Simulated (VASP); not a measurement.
# Si (Fddd) in VASP: notebook

Si is run at these levels: PBE; tasks: single point.

All numbers are computed with VASP 6.6.1; they aren't measurements. Logs are shortened: lines on timing, memory, paths and dates and some standing lists are left out, and cuts for length are marked.

## 1. The cell of the first run

The structure is orthorhombic, space group Fddd (No. 70). Conventional cell: a = 5.182 Å, b = 5.312 Å, c = 5.914 Å, α = 90.00°, β = 90.00°, γ = 90.00°. Si (site symmetry 222) has 4 Si at 2.37 Å within 3.1 Å.

## 2. Single point, PBE

File INCAR:

```
SYSTEM = Si
PREC = Accurate ; ENCUT = 520
EDIFF = 1E-6 ; ISMEAR = 0
SIGMA = 0.05 ; LREAL = .FALSE.
LASPH = .TRUE. ; NELM = 80
ALGO = Normal ; ISIF = 2
LWAVE = .FALSE. ; LCHARG = .FALSE.
GGA = PE ; NBANDS = 11
```

File KPOINTS:

```
regular mesh
0
G
  8 8 8
  0 0 0
```

File POSCAR:

```
Si
1.0
    0.0000000000      2.9569599534      2.5911857163
    2.6561362818      0.0000000000      2.5911857163
    2.6561362818      2.9569599534      0.0000000000
Si
2
Direct
    0.5000000000      0.5000000000      0.5000000000
    0.7500000000      0.7500000000      0.7500000000
```

Potentials or basis: VASP PAW PBE potentials, release 64 (Si).

On the command line:

```console
$ cat potpaw_PBE.64/Si/POTCAR > POTCAR
$ mpirun -np 1 vasp_std > vasp.out
```

OUTCAR:

```text
SYSTEM = Si
   PREC = Accurate
   ENCUT = 520
   EDIFF = 1E-6
   ISMEAR = 0
   LREAL = .FALSE.
   LASPH = .TRUE.
   NELM = 80
   ISIF = 2
   GGA = PE

 ion  position               nearest neighbor table
   1  0.500  0.500  0.500-   2 2.37   2 2.37   2 2.37   2 2.37
   2  0.750  0.750  0.750-   1 2.37   1 2.37   1 2.37   1 2.37

  LATTYP: Found a face centered orthorhombic cell.
 ALAT       =     5.1823714326
 B/A-ratio  =     1.0250659631
 C/A-ratio  =     1.1411609499

  Lattice vectors:

 A1 = (   2.6561362818,   2.9569599534,   0.0000000000)
 A2 = (   0.0000000000,   2.9569599534,   2.5911857163)
 A3 = (   2.6561362818,   0.0000000000,   2.5911857163)

Analysis of symmetry for initial positions (statically):
=====================================================================
 Subroutine PRICEL returns:
 Original cell was already a primitive cell.

 Routine SETGRP: Setting up the symmetry group for a
 face centered orthorhombic supercell.

 Subroutine GETGRP returns: Found  8 space group operations
 (whereof  4 operations were pure point group operations)
 out of a pool of  8 trial point group operations.

The static configuration has the point symmetry D_2 .
 The point group associated with its full space group is D_2h.

Analysis of symmetry for dynamics (positions and initial velocities):
=====================================================================
 Subroutine PRICEL returns:
 Original cell was already a primitive cell.

 Routine SETGRP: Setting up the symmetry group for a
 face centered orthorhombic supercell.

 Subroutine GETGRP returns: Found  8 space group operations
 (whereof  4 operations were pure point group operations)
 out of a pool of  8 trial point group operations.

The dynamic configuration has the point symmetry D_2 .
 The point group associated with its full space group is D_2h.

 Subroutine INISYM returns: Found  8 space group operations
 (whereof  4 operations are pure point group operations),
 and found     1 'primitive' translations

----------------------------------------------------------------------------------------

                                     Primitive cell

  volume of cell :      40.7028

  direct lattice vectors                    reciprocal lattice vectors
     0.000000000  2.956959953  2.591185716    -0.188243353  0.169092584  0.192961854
     2.656136282  0.000000000  2.591185716     0.188243353 -0.169092584  0.192961854
     2.656136282  2.956959953  0.000000000     0.188243353  0.169092584 -0.192961854

  length of vectors
     3.931647947  3.710701196  3.974754346     0.318217126  0.318217126  0.318217126

  position of ions in fractional coordinates (direct lattice)
     0.500000000  0.500000000  0.500000000
     0.750000000  0.750000000  0.750000000

  ion indices of the primitive-cell ions
   primitive index   ion index
                 1           1
                 2           2

----------------------------------------------------------------------------------------

 KPOINTS: regular mesh

Automatic generation of k-mesh.
 Grid dimensions read from file:
 generate k-points for:    8    8    8

 Generating k-lattice:

  Cartesian coordinates                     Fractional coordinates (reciprocal lattice)
    -0.023530419  0.021136573  0.024120232     0.125000000  0.000000000  0.000000000
     0.023530419 -0.021136573  0.024120232     0.000000000  0.125000000  0.000000000
     0.023530419  0.021136573 -0.024120232     0.000000000  0.000000000  0.125000000

  Length of vectors
     0.039777141  0.039777141  0.039777141

  Shift w.r.t. Gamma in fractional coordinates (k-lattice)
     0.000000000  0.000000000  0.000000000

 Subroutine IBZKPT returns following result:
 ===========================================

 Found     95 irreducible k-points:

 Following reciprocal coordinates:
            Coordinates               Weight
  0.000000  0.000000  0.000000      1.000000
  0.125000  0.000000  0.000000      8.000000
  0.250000  0.000000  0.000000      8.000000
  0.375000 -0.000000 -0.000000      8.000000
  0.500000  0.000000  0.000000      4.000000
  0.125000  0.125000  0.000000      2.000000
[... 16 lines left out ...]
  0.250000  0.000000  0.125000      8.000000
  0.375000  0.000000  0.125000      8.000000
 [... further k-points ...]
   k-points           NKPTS =     95   k-points in BZ     NKDIM =     95   number of bands    NBANDS=     11
   number of dos      NEDOS =    301   number of ions     NIONS =      2
   total plane-waves  NPLWV =  25200
   dimension x,y,z NGX =    30 NGY =   28 NGZ =   30
   dimension x,y,z NGXF=    60 NGYF=   56 NGZF=   60
   ions per type =               2
   NGX,Y,Z   is equivalent  to a cutoff of  12.69, 12.54, 12.55 a.u.
   NGXF,Y,Z  is equivalent  to a cutoff of  25.37, 25.09, 25.10 a.u.
 SYSTEM =  Si
   PREC   = accura    normal or accurate (medium, high low for compatibility)
   ISTART =      0    job   : 0-new  1-cont  2-samecut
   ICHARG =      2    charge: 1-file 2-atom 10-const
   ISPIN  =      1    spin polarized calculation?
   LNONCOLLINEAR =      F non collinear calculations
   LSORBIT =      F    spin-orbit coupling
   LASPH  =      T    aspherical Exc in radial PAW
   ENCUT  =  520.0 eV  38.22 Ry    6.18 a.u.   7.31  6.90  7.39*2*pi/ulx,y,z
   NELM   =     80;   NELMIN=  2; NELMDL= -5     # of ELM steps
   EDIFF  = 0.1E-05   stopping-criterion for ELM
   LREAL  =      F    real-space projection
   EDIFFG = 0.1E-04   stopping-criterion for IOM
   NSW    =      0    number of steps for IOM
   IBRION =     -1    ionic relax: 0-MD 1-quasi-New 2-CG
   NFREE  =      0    steps in history (QN), initial steepest desc. (CG)
   ISIF   =      2    stress and relaxation
   ISYM   =      2    0-nonsym 1-usesym 2-fastsym
   POTIM  = 0.5000    time-step for ionic-motion
   TEBEG  =    0.0;   TEEND  =   0.0 temperature during run
   PSTRESS=    0.0 pullay stress
   NELECT =       8.0000    total number of electrons
   NUPDOWN=      -1.0000    fix difference up-down
   EMIN   =  10.00;   EMAX   =-10.00  energy-range for DOS
   EFERMI =   0.00;   METHOD = LEGACY
   ISMEAR =     0;   SIGMA  =   0.05  broadening in eV -4-tet -1-fermi 0-gaus
   EFERMI_NEDOS =   21; number of points for ismear=-14 and -15
   IALGO  =     38    algorithm
   IMIX   =      4    mixing-type and parameters
     AMIX     =   0.40;   BMIX     =  1.00
     AMIX_MAG =   1.60;   BMIX_MAG =  1.00
  volume/ion in A,a.u.               =      20.35       137.34
  Fermi-wavevector in a.u.,A,eV,Ry     =   0.951839  1.798714 12.326838  0.905997
  Thomas-Fermi vector in A             =   2.080346
   LORBIT       =      0    0 simple, 1 ext, 2 COOP (PROOUT), +10 PAW based schemes
   GGA     = PE    functional components
   LHFCALC =     F    Hartree Fock is set to
   AEXX    =    0.0000 exact exchange contribution
   IVDW    =     0    specifies the selected vdW correction
   LEPSILON=     F    determine dielectric tensor
   LRPA    =     F    only Hartree local field effects (RPA)
 non-spin polarized calculation
 Gauss-broadening in eV      SIGMA  =   0.05
  energy-cutoff  :      520.00
  volume of cell :       40.70
 maximum number of plane-waves:      1114
 NGX is ok and might be reduce to    30
   NGX = 15   NGY = 13   NGZ = 15

 number of electron       8.0000000 magnetization

 Free energy of the ion-electron system (eV)
  ---------------------------------------------------
  ext. energy  EPLUGINS =         0.00000000
  ---------------------------------------------------
  free energy    TOTEN  =       -10.71213853 eV

  energy without entropy =      -10.71199762  energy(sigma->0) =      -10.71206808

 E-fermi :   5.9333     XC(G=0):  -9.3632

 val. band max:        5.8826729111   @ k =   0.3750   0.3750   0.0000
 cond. band min:       5.9495342191   @ k =   0.0000   0.0000   0.0000
 fundamental gap:      0.0668613080
 Fermi energy:         5.9332778973

 k-point     1 :       0.0000    0.0000    0.0000
  band No.  band energies     occupation
      1      -6.1645      2.00000
      2       5.0497      2.00000
      3       5.9495      0.64566
      4       6.0758      0.00006
      5       8.1171      0.00000
      6       8.2157      0.00000
      7       8.5839      0.00000
      8       8.5984      0.00000
      9      12.3282      0.00000
     10      13.5834      0.00000
     11      14.5149      0.00000

 k-point     2 :       0.1250    0.0000    0.0000
  band No.  band energies     occupation
      1      -5.9617      2.00000
      2       3.9987      2.00000
      3       5.1284      2.00000
      4       5.7837      1.99998
      5       7.9345      0.00000
      6       8.6043      0.00000
      7       8.9197      0.00000
      8      10.0352      0.00000
      9      12.1672      0.00000
     10      13.8086      0.00000
     11      14.3547      0.00000

 k-point     3 :       0.2500    0.0000    0.0000
  band No.  band energies     occupation
      1      -5.3703      2.00000
      2       1.7876      2.00000
      3       4.4794      2.00000
      4       5.4248      2.00000
      5       7.3171      0.00000
      6       9.2458      0.00000
      7       9.3588      0.00000
      8      11.8873      0.00000
      9      13.0640      0.00000
     10      13.2393      0.00000
     11      14.9050      0.00000

 k-point     4 :       0.3750   -0.0000   -0.0000
  band No.  band energies     occupation
      1      -4.4837      2.00000
      2      -0.1957      2.00000
      3       4.0553      2.00000
      4       5.1959      2.00000
      5       6.8423      0.00000
      6       9.1585      0.00000
      7       9.5926      0.00000
      8      13.5847      0.00000
      9      13.8787      0.00000
     10      14.1541      0.00000
     11      15.8603      0.00000

 k-point     5 :       0.5000    0.0000    0.0000
  band No.  band energies     occupation
      1      -3.8525      2.00000
      2      -1.2038      2.00000
      3       3.9078      2.00000
      4       5.1229      2.00000
      5       6.6722      0.00000
      6       9.0759      0.00000
      7       9.5631      0.00000
      8      13.5193      0.00000
      9      15.6228      0.00000
     10      15.9696      0.00000
     11      16.4219      0.00000
[... 211 lines left out ...]
 k-point    21 :       0.5000    0.5000    0.0000
  band No.  band energies     occupation
      1      -1.7633      2.00000
      2      -1.7633      2.00000
      3       2.5314      2.00000
      4       2.5314      2.00000
      5       6.0411      0.00230
      6       6.0411      0.00230
      7      14.6266      0.00000
      8      14.6266      0.00000
      9      16.7651      0.00000
     10      16.7651      0.00000
     11      17.7021      0.00000

 k-point    22 :       0.1250    0.0000    0.1250
  band No.  band energies     occupation
      1      -5.9298      2.00000
      2       3.7129      2.00000
      3       5.2433      2.00000
      4       5.3278      2.00000
      5       8.1675      0.00000
      6       9.1639      0.00000
      7       9.3260      0.00000
      8       9.8918      0.00000
      9      10.9484      0.00000
     10      14.4426      0.00000
     11      14.7475      0.00000

 k-point    23 :       0.2500    0.0000    0.1250
  band No.  band energies     occupation
      1      -5.4986      2.00000
      2       2.2649      2.00000
      3       4.3231      2.00000
      4       4.8616      2.00000
      5       8.3941      0.00000
      6       9.0471      0.00000
      7      10.1176      0.00000
      8      10.3732      0.00000
      9      12.2723      0.00000
     10      14.4944      0.00000
     11      15.6032      0.00000

 k-point    24 :       0.3750    0.0000    0.1250
  band No.  band energies     occupation
      1      -4.7139      2.00000
      2       0.4637      2.00000
      3       3.3874      2.00000
      4       4.6805      2.00000
      5       8.4463      0.00000
      6       8.5882      0.00000
      7      10.4776      0.00000
      8      11.8268      0.00000
      9      14.4853      0.00000
     10      14.8182      0.00000
     11      15.4642      0.00000

 [... further k-points ...]
[... 5 lines left out ...]
  --------------------------------------------------------------------------------------
  -------------------------------------------------------------------------------------
  Total        0.9892054     -2.2908940      1.2852381      0.0000000      0.0000000      0.0000000
  in kB       38.9379168    -90.1760586     50.5906020      0.0000000      0.0000000      0.0000000
  external PRESSURE =      -0.2158466 kB  Pullay stress =       0.0000000 kB

 VOLUME and BASIS-vectors are now :
 -----------------------------------------------------------------------------
  energy-cutoff  :      520.00
  volume of cell :       40.70
      direct lattice vectors                 reciprocal lattice vectors
     0.000000000  2.956959953  2.591185716    -0.188243353  0.169092584  0.192961854
     2.656136282  0.000000000  2.591185716     0.188243353 -0.169092584  0.192961854
     2.656136282  2.956959953  0.000000000     0.188243353  0.169092584 -0.192961854

 POSITION                                       TOTAL-FORCE (eV/Angst)
 -----------------------------------------------------------------------------------
      2.65614      2.95696      2.59119        -0.000000      0.000000      0.000000
      3.98420      4.43544      3.88678         0.000000      0.000000      0.000000
 -----------------------------------------------------------------------------------
    total drift:                                0.000000     -0.000000     -0.000000

  FREE ENERGIE OF THE ION-ELECTRON SYSTEM (eV)
  ---------------------------------------------------
  free  energy   TOTEN  =       -10.7121385327 eV

  energy  without entropy=      -10.7119976201  energy(sigma->0) =      -10.71206808
```

Wall time 44 s (1 thread of AMD EPYC 7R43 (Zen 3), shared host); peak memory 0.14 GiB.

Results:

| Quantity | Value |
| --- | --- |
| Free energy | -10.7121 eV |
| Pressure | 0.0 GPa |
| Band gap on the k mesh | zero (band 4 reaches 6.08 eV, above the bottom of band 5 at 5.88 eV) |

Stress tensor (GPa, compression positive):
```
 3.89  0.00  0.00
 0.00 -9.02  0.00
 0.00  0.00  5.06
```

Caveat: the cell differs from its parent crystal (strain +e along x and -e along y -0.0550, strain +e along z and -e/2 along x and y -0.0525).

## 3. Single point, PBE

File INCAR:

```
SYSTEM = Si
ALGO = Normal
EDIFF = 1E-6
ENCUT = 520
GGA = PE
ISIF = 2
ISMEAR = 0
LASPH = .TRUE.
LCHARG = .TRUE.
LELF = .TRUE.
LREAL = .FALSE.
LVHAR = .TRUE.
LWAVE = .FALSE.
NBANDS = 11
NELM = 60
PREC = Accurate
SIGMA = 0.05
```

File KPOINTS:

```
k-points
0
G
  8 8 8
  0 0 0
```

File POSCAR:

```
Si
1.0
    0.0000000000      3.1073717891      2.5911857163
    2.5057244460      0.0000000000      2.5911857163
    2.5057244460      3.1073717891      0.0000000000
Si
2
Direct
    0.5000000000      0.5000000000      0.5000000000
    0.7500000000      0.7500000000      0.7500000000
```

Potentials or basis: VASP PAW PBE potentials, release 64 (Si).

On the command line:

```console
$ cat potpaw_PBE.64/Si/POTCAR > POTCAR
$ mpirun -np 1 vasp_std > vasp.out
```

It took 47 s on 1 thread of AMD EPYC 7R43 (Zen 3), shared host; peak memory 0.14 GiB.

It converged, with:

```yaml
Free_energy: -10.4665 eV
Pressure: -0.2 GPa
Band_gap_on_the_k_mesh: zero (band 4 reaches 6.47 eV, above the bottom of band 5 at 5.75 eV)
```

Stress tensor (GPa, compression positive):
```
  7.53   0.00   0.00
  0.00 -15.56   0.00
  0.00   0.00   7.51
```

Levels at points of the mesh, in eV from the Fermi level:
```tsv
k point	band 2	band 3	band 4	band 5	band 6	band 7
(0.00, 0.00, 0.00)	-1.50	0.18	0.32	2.06	2.09	2.23
(0.50, 0.00, 0.00)	-7.28	-2.54	-0.45	0.04	3.39	3.95
(0.50, 0.50, 0.00)	-7.81	-3.43	-3.43	0.05	0.05	7.33
(0.50, 0.00, 0.50)	-8.90	-2.07	-2.07	1.48	1.48	9.39
(0.00, 0.50, 0.50)	-7.62	-3.69	-3.69	-0.21	-0.21	7.68
```

Caveat: the cell differs from its parent crystal (strain +e along x and -e along y -0.1100, strain +e along z and -e/2 along x and y -0.0525).

(Part 1 of 2 ends here.)
